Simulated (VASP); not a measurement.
# As in VASP: a series of runs

The runs below take As through single point, with PBE.

Program: VASP 6.6.1. These are calculated values, not measurements. Logs are shortened: lines on timing, memory, paths and dates and some standing lists are left out, and cuts for length are marked.

## (1) The cell of the first run

The cell holds a slab with vacuum, 2 atoms: a = 3.606 Å, b = 3.606 Å, c = 28.000 Å, α = 90.00°, β = 90.00°, γ = 120.00°.

## (2) Single point, PBE

INCAR reads:

```
PREC     = Accurate       # precision mode
ENCUT    = 520            # plane-wave cutoff, eV
EDIFF    = 1E-6           # SCF threshold, eV
ISMEAR   = 0              # smearing method
SIGMA    = 0.02           # smearing width, eV
LREAL    = False          # projectors in reciprocal space
LASPH    = True           # aspherical terms in the spheres
NELM     = 60             # most SCF steps
ALGO     = Normal         # electronic algorithm
ISIF     = 2              # what is computed and relaxed
LWAVE    = False          # write WAVECAR
LCHARG   = False          # write CHGCAR
LDIPOL   = True         
IDIPOL   = 3            
DIPOL    = 0.5 0.5 0.500
GGA      = PE             # functional
NBANDS   = 12             # bands
```

KPOINTS reads:

```
Automatic mesh
0
Gamma
  9 9 1
```

POSCAR reads:

```
As
1.0
    3.6060602471      0.0000000000      0.0000000000
   -1.8030301235      3.1229397816      0.0000000000
    0.0000000000      0.0000000000     28.0000000000
As
2
Direct
    0.3333333333      0.6666666667      0.5248290707
    0.6666666667      0.3333333333      0.4751709293
```

Potentials or basis: VASP PAW PBE potentials, release 64 (As).

Started as:

```sh
cat potpaw_PBE.64/As/POTCAR > POTCAR
mpirun -np 1 vasp_std > vasp.out
```

OUTCAR:

```text
PREC = Accurate
   ENCUT = 520
   EDIFF = 1E-6
   ISMEAR = 0
   LREAL = False
   LASPH = True
   NELM = 60
   ISIF = 2
   GGA = PE

 ion  position               nearest neighbor table
   1  0.333  0.667  0.525-   2 2.50   2 2.50   2 2.50
   2  0.667  0.333  0.475-   1 2.50   1 2.50   1 2.50

  LATTYP: Found a hexagonal cell.
 ALAT       =     3.6060602471
 C/A-ratio  =     7.7647066553

  Lattice vectors:

 A1 = (   3.6060602471,   0.0000000000,   0.0000000000)
 A2 = (  -1.8030301235,   3.1229397816,   0.0000000000)
 A3 = (   0.0000000000,   0.0000000000,  28.0000000000)

Analysis of symmetry for initial positions (statically):
=====================================================================
 Subroutine PRICEL returns:
 Original cell was already a primitive cell.

 Routine SETGRP: Setting up the symmetry group for a
 hexagonal supercell.

 Subroutine GETGRP returns: Found 12 space group operations
 (whereof 12 operations were pure point group operations)
 out of a pool of 24 trial point group operations.

The static configuration has the point symmetry D_3d.

Analysis of symmetry for dynamics (positions and initial velocities):
=====================================================================
 Subroutine PRICEL returns:
 Original cell was already a primitive cell.

 Routine SETGRP: Setting up the symmetry group for a
 hexagonal supercell.

 Subroutine GETGRP returns: Found 12 space group operations
 (whereof 12 operations were pure point group operations)
 out of a pool of 24 trial point group operations.

The dynamic configuration has the point symmetry D_3d.

 Subroutine INISYM returns: Found 12 space group operations
 (whereof 12 operations are pure point group operations),
 and found     1 'primitive' translations

----------------------------------------------------------------------------------------

                                     Primitive cell

  volume of cell :     315.3223

  direct lattice vectors                    reciprocal lattice vectors
     3.606060247  0.000000000  0.000000000     0.277310952  0.160105553  0.000000000
    -1.803030123  3.122939782  0.000000000     0.000000000  0.320211106  0.000000000
     0.000000000  0.000000000 28.000000000     0.000000000  0.000000000  0.035714286

  length of vectors
     3.606060247  3.606060247 28.000000000     0.320211106  0.320211106  0.035714286

  position of ions in fractional coordinates (direct lattice)
     0.333333333  0.666666667  0.524829071
     0.666666667  0.333333333  0.475170929

  ion indices of the primitive-cell ions
   primitive index   ion index
                 1           1
[... 77 lines left out ...]
   IALGO  =     38    algorithm
   IMIX   =      4    mixing-type and parameters
     AMIX     =   0.40;   BMIX     =  1.00
     AMIX_MAG =   1.60;   BMIX_MAG =  1.00
  volume/ion in A,a.u.               =     157.66      1063.95
  Fermi-wavevector in a.u.,A,eV,Ry     =   0.518191  0.979239  3.653464  0.268522
  Thomas-Fermi vector in A             =   1.534966
   LORBIT       =      0    0 simple, 1 ext, 2 COOP (PROOUT), +10 PAW based schemes
   GGA     = PE    functional components
   LHFCALC =     F    Hartree Fock is set to
   AEXX    =    0.0000 exact exchange contribution
   IVDW    =     0    specifies the selected vdW correction
   LEPSILON=     F    determine dielectric tensor
   LRPA    =     F    only Hartree local field effects (RPA)
 non-spin polarized calculation
 Gauss-broadening in eV      SIGMA  =   0.02
  energy-cutoff  :      520.00
  volume of cell :      315.32
 maximum number of plane-waves:      8535
 NGX is ok and might be reduce to    28
   NGX = 13   NGY = 13   NGZ =105

 number of electron      10.0000000 magnetization

 dipolmoment           0.000000      0.000000     -0.000000 electrons x Angstroem

 Free energy of the ion-electron system (eV)
  ---------------------------------------------------
  ext. energy  EPLUGINS =         0.00000000
  ---------------------------------------------------
  free energy    TOTEN  =        -9.33113397 eV

  energy without entropy =       -9.33113397  energy(sigma->0) =       -9.33113397

 E-fermi :  -3.9527     XC(G=0):  -1.8863

 val. band max:       -4.0508987588   @ k =   0.0000   0.0000   0.0000
 cond. band min:      -2.4109853211   @ k =   0.3333   0.0000   0.0000
 fundamental gap:      1.6399134377
 Fermi energy:        -3.9526636091

 k-point     1 :       0.0000    0.0000    0.0000
  band No.  band energies     occupation
      1     -17.5100      2.00000
      2     -11.1789      2.00000
      3      -4.5578      2.00000
      4      -4.0509      2.00000
      5      -4.0509      2.00000
      6      -2.1068      0.00000
      7      -0.5374      0.00000
      8      -0.5374      0.00000
      9       0.8276      0.00000
     10       1.0766      0.00000
     11       1.4491      0.00000
     12       1.6939      0.00000
[... 151 lines left out ...]
 k-point    12 :       0.3333    0.3333    0.0000
  band No.  band energies     occupation
      1     -13.9728      2.00000
      2     -13.9728      2.00000
      3      -8.3966      2.00000
      4      -6.0006      2.00000
      5      -6.0006      2.00000
      6      -2.0023      0.00000
      7       0.5543      0.00000
      8       0.5543      0.00000
      9       4.0513      0.00000
     10       4.8651      0.00000
     11       4.8651      0.00000
     12       5.6551      0.00000

------------------------ aborting loop because EDIFF is reached ----------------------------------------

 vacuum level on the upper side and lower side of the slab       (xc-potential included)        -0.007        -0.007

  FORCE on cell =-STRESS in cart. coord.  units (eV):
  Direction    XX          YY          ZZ          XY          YZ          ZX
  --------------------------------------------------------------------------------------
  -------------------------------------------------------------------------------------
  Total        0.0751086      0.0751086      0.1195396      0.0000000      0.0000000      0.0000000
  in kB        0.3816326      0.3816326      0.6073900      0.0000000      0.0000000      0.0000000
  external PRESSURE =       0.4568851 kB  Pullay stress =       0.0000000 kB

 VOLUME and BASIS-vectors are now :
 -----------------------------------------------------------------------------
  energy-cutoff  :      520.00
  volume of cell :      315.32
      direct lattice vectors                 reciprocal lattice vectors
     3.606060247  0.000000000  0.000000000     0.277310952  0.160105553  0.000000000
    -1.803030123  3.122939782  0.000000000     0.000000000  0.320211106  0.000000000
     0.000000000  0.000000000 28.000000000     0.000000000  0.000000000  0.035714286

 POSITION                                       TOTAL-FORCE (eV/Angst)
 -----------------------------------------------------------------------------------
     -0.00000      2.08196     14.69521         0.000000     -0.000000      0.087042
      1.80303      1.04098     13.30479        -0.000000      0.000000     -0.087042
 -----------------------------------------------------------------------------------
    total drift:                               -0.000000      0.000000      0.000000

  FREE ENERGIE OF THE ION-ELECTRON SYSTEM (eV)
  ---------------------------------------------------
  free  energy   TOTEN  =        -9.3311339703 eV

  energy  without entropy=       -9.3311339703  energy(sigma->0) =       -9.33113397

 vacuum level on the upper side and lower side of the slab         1.337         1.337
```

It took 55 s on 1 thread of Intel Xeon 6975P-C, shared host; peak memory 0.41 GiB.

What came out:

| Item | Value |
| --- | --- |
| Free energy | -9.3311 eV |
| Largest force | 0.087 eV/Å |
| Band gap on the k mesh | 1.64 eV, indirect (least direct gap 1.94 eV) |

Forces in eV/Å, atoms in the order of the input:
```
As   0.000  0.000  0.087
As   0.000  0.000 -0.087
```

## (3) Single point, PBE

This run uses another cell than the first one, of 158.21 Å³/atom, 1.003 times its volume.

INCAR reads:

```
PREC     = Accurate       # precision mode
ENCUT    = 520            # plane-wave cutoff, eV
EDIFF    = 1E-6           # SCF threshold, eV
ISMEAR   = 0              # smearing method
SIGMA    = 0.02           # smearing width, eV
LREAL    = F              # projectors in reciprocal space
LASPH    = T              # aspherical terms in the spheres
NELM     = 80             # most SCF steps
ALGO     = Normal         # electronic algorithm
ISIF     = 2              # what is computed and relaxed
LWAVE    = F              # write WAVECAR
LCHARG   = F              # write CHGCAR
LDIPOL   = T            
IDIPOL   = 3            
DIPOL    = 0.5 0.5 0.500
GGA      = PE             # functional
NBANDS   = 12             # bands
```

KPOINTS is that of step 2.

POSCAR reads:

```
As
1.0
    3.6123264925      0.0000000000      0.0000000000
   -1.8061632462      3.1283665093      0.0000000000
    0.0000000000      0.0000000000     28.0000000000
As
2
Direct
    0.3333333333      0.6666666667      0.5247623154
    0.6666666667      0.3333333333      0.4752376846
```

Potentials or basis: VASP PAW PBE potentials, release 64 (As).

Started as:

```sh
cat potpaw_PBE.64/As/POTCAR > POTCAR
mpirun -np 1 vasp_std > vasp.out
```

It took 59 s on 1 thread of Intel Xeon 6975P-C, shared host; peak memory 0.4 GiB.

Results (log left out):

* Free energy: -9.3309 eV
* Largest force: 0.113 eV/Å
* Band gap on the k mesh: 1.66 eV, indirect (least direct gap 1.93 eV)

Forces in eV/Å, atoms in the order of the input:
```
As   0.000  0.000  0.113
As   0.000  0.000 -0.113
```

Levels at points of the mesh, in eV from the valence-band top:
```csv
k point,band 1,band 2,band 3,band 4,band 5,band 6,band 7,band 8,band 9,band 10
"(0.00, 0.00, 0.00)",-13.42,-7.09,-0.46,0.00,0.00,1.93,3.52,3.52,4.91,5.16
```

## (4) Single point, PBE

This run uses another cell than the first one, of 158.21 Å³/atom, 1.003 times its volume.

Changes to INCAR since step 3:

```diff
@@ -7,3 +7,3 @@
 LASPH    = T              # aspherical terms in the spheres
-NELM     = 80             # most SCF steps
+NELM     = 120            # most SCF steps
 ALGO     = Normal         # electronic algorithm
@@ -16,2 +16,4 @@
 GGA      = PE             # functional
-NBANDS   = 12             # bands
+NBANDS   = 22             # bands
+GGA_COMPAT= F            
+NELMDL   = -8
```

KPOINTS is that of step 3.

POSCAR is that of step 3.

Potentials or basis: VASP PAW PBE potentials, release 64 (As_d).

Started as:

```sh
cat potpaw_PBE.64/As_d/POTCAR > POTCAR
mpirun -np 1 vasp_std > vasp.out
```

Run time: 66 s. Hardware: 1 thread of Intel Xeon 6975P-C (Granite Rapids), shared host; peak memory 0.39 GiB.

It converged, with:

- Free energy: -9.3584 eV
- Largest force: 0.054 eV/Å
- Band gap on the k mesh: 1.67 eV, indirect (least direct gap 1.94 eV)

Forces on the atoms (eV/Å):
```
As   0.000  0.000  0.054
As   0.000  0.000 -0.054
```

Levels at points of the mesh, in eV from the valence-band top:
| k point | band 12 | band 13 | band 14 | band 15 | band 16 | band 17 | band 18 | band 19 |
| --- | --- | --- | --- | --- | --- | --- | --- | --- |
| (0.00, 0.00, 0.00) | -7.10 | -0.47 | 0.00 | 0.00 | 1.94 | 3.52 | 3.52 | 4.90 |

## (5) The runs side by side

| potentials or basis | cell | second run | gap on the mesh (eV) | largest force (eV/Å) |
| --- | --- | --- | --- | --- |
| VASP PAW PBE potentials, release 64 (As) | a = 3.606, b = 3.606, c = 28.000 Å, angles 90.0, 90.0, 120.0°, 2 atoms | - | 1.64 | 0.09 |
| VASP PAW PBE potentials, release 64 (As) | a = 3.612, b = 3.612, c = 28.000 Å, angles 90.0, 90.0, 120.0°, 2 atoms | - | 1.66 | 0.11 |
| VASP PAW PBE potentials, release 64 (As_d) | a = 3.612, b = 3.612, c = 28.000 Å, angles 90.0, 90.0, 120.0°, 2 atoms | valence_matched | 1.67 | 0.05 |

Alike in all rows: task single point; level PBE; no spin polarisation; k mesh 9 × 9 × 1; cutoff (eV) 520; smearing gaussian 0.02 eV.

Total energies depend on the potentials used, so only differences within one code and one set of settings carry meaning.
